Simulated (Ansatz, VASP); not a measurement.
## One calculation of Sn3Ir, two programs

INCAR

```
PREC = Accurate
ENCUT = 520
EDIFF = 1E-7
ISMEAR = 0
SIGMA = 0.1
LREAL = F
LASPH = T
NELM = 60
ALGO = Fast
ISIF = 2
LWAVE = F
LCHARG = F
GGA = PE
NBANDS = 61
```

Contents of KPOINTS:

```
Automatic mesh
0
Gamma
  3 3 4
```

The input POSCAR:

```
Sn3Ir
1.0
    6.4178104457      0.0000000000      0.0000000000
   -3.2089052229      5.5579868827      0.0000000000
    0.0000000000      0.0000000000      5.1512831015
Sn Ir
6 2
Direct
    0.8330000000      0.6660000000      0.2500000000
    0.1670000000      0.8330000000      0.7500000000
    0.3340000000      0.1670000000      0.2500000000
    0.1670000000      0.3340000000      0.7500000000
    0.8330000000      0.1670000000      0.2500000000
    0.6660000000      0.8330000000      0.7500000000
    0.3333333333      0.6666666667      0.2500000000
    0.6666666667      0.3333333333      0.7500000000
```

Input for Ansatz:

```yaml
crystal:
  lattice:
    - [6.4178104457, 0.0, 0.0]
    - [-3.2089052229, 5.5579868827, 0.0]
    - [0.0, 0.0, 5.1512831015]
  atoms:
    - { symbol: Sn, position: [0.833, 0.666, 0.25] }
    - { symbol: Sn, position: [0.167, 0.833, 0.75] }
    - { symbol: Sn, position: [0.334, 0.167, 0.25] }
    - { symbol: Sn, position: [0.167, 0.334, 0.75] }
    - { symbol: Sn, position: [0.833, 0.167, 0.25] }
    - { symbol: Sn, position: [0.666, 0.833, 0.75] }
    - { symbol: Ir, position: [0.3333333333, 0.6666666667, 0.25] }
    - { symbol: Ir, position: [0.6666666667, 0.3333333333, 0.75] }
basis:
  ecutwfc: 420
kpoints:
  mp_grid: { grid: [3, 3, 4] }
hamiltonian:
  xc: pbe
scf:
  occupations: { method: gaussian, width: 0.1 }
  lower_state_search: "off"
output:
  forces: true
  stress: true
  eigenvalues: true
```

Alike in both runs: task single point; functional PBE; k mesh 3 × 3 × 4; occupations gaussian, width 0.1 eV; no spin polarisation.

|  | VASP | Ansatz |
| --- | --- | --- |
| version | VASP 6.6.1 | Ansatz 0.2.0 |
| potentials or method | VASP PAW PBE potentials, release 64 (Sn_d, Ir), cutoff 520 eV | scalar-relativistic, plane waves, PAW |
| valence electrons in the cell | 102 | 118 |

Ansatz gave:

| Item | Value |
| --- | --- |
| gap on the k mesh at the Fermi level (eV) | none |
| pressure (GPa) | -2.0 |
| traceless stress, the component that is largest in VASP (GPa) | -1.78 |
| rms of the force components (eV/Å) | 0.549 |

**Question.** Which values does VASP return?

**Answer.** gap on the k mesh at the Fermi level (eV): none; pressure (GPa): -2.0; traceless stress, the component that is largest in VASP (GPa): -1.78; rms of the force components (eV/Å): 0.548.

Atom by atom the forces differ by 0.001 eV/Å (rms over components). A gap of «none» marks a metal or a gap that the smearing closes. VASP's potentials hold 102 valence electrons a cell and Ansatz's 118, so a difference there can come from the potentials and not from the codes.

The k mesh is coarse, so the values compare programs but aren't converged. Spin-orbit coupling is off throughout.
